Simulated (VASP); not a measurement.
Input of a VASP 6.6.1 run:

File POSCAR:

```
Ge
1.0
   -2.4621655136      2.6150361352      1.4175264166
    2.4621655136     -2.6150361352      1.4175264166
    2.4621655136      2.6150361352     -1.4175264166
Ge
2
Direct
    0.1859430000      0.9359430000      0.2500000000
    0.8140570000      0.0640570000      0.7500000000
```

The input INCAR.step1:

```
  PREC = Accurate
  ENCUT = 520
  ISMEAR = -1
  SIGMA = 0.1
  LREAL = F
  LASPH = T
  NELM = 100
  NBANDS = 21
  GGA = PE
  ALGO = Normal
  EDIFF = 1E-4
  LWAVE = T
  LCHARG = F
```

Contents of INCAR.step2:

```
  PREC = Accurate
  ENCUT = 520
  EDIFF = 1E-6
  ISMEAR = -1
  SIGMA = 0.1
  LREAL = F
  LASPH = T
  NELM = 100
  ALGO = Normal
  ISIF = 2
  LWAVE = F
  LCHARG = T
  METAGGA = R2SCAN
  LMIXTAU = T
  LELF = T
  LVHAR = T
  NBANDS = 21
  ISTART = 1
```

The input KPOINTS:

```
Automatic mesh
0
Gamma
  11 11 11
```

Potentials or basis: VASP PAW PBE potentials, release 64 (Ge_d).

Run with:

```console
$ cat potpaw_PBE.64/Ge_d/POTCAR > POTCAR
$ cp INCAR.step1 INCAR
$ mpirun -np 1 vasp_std > vasp.out
$ cp INCAR.step2 INCAR
$ mpirun -np 1 vasp_std > vasp.out
```

Question: Estimate the band gap on the k mesh.

Answer: Zero (bands 14 and 15 overlap by 5.83 eV).

Question: Predict the largest force.

Answer: 0.077 eV/Å.

Question: Estimate the pressure.

Answer: 1.7 GPa.

Stress tensor (GPa, compression positive):
```
2.82 0.00 0.00
0.00 0.72 0.00
0.00 0.00 1.57
```

Caveat: the PAW data sets were made with another functional, which shifts forces and pressure a little.
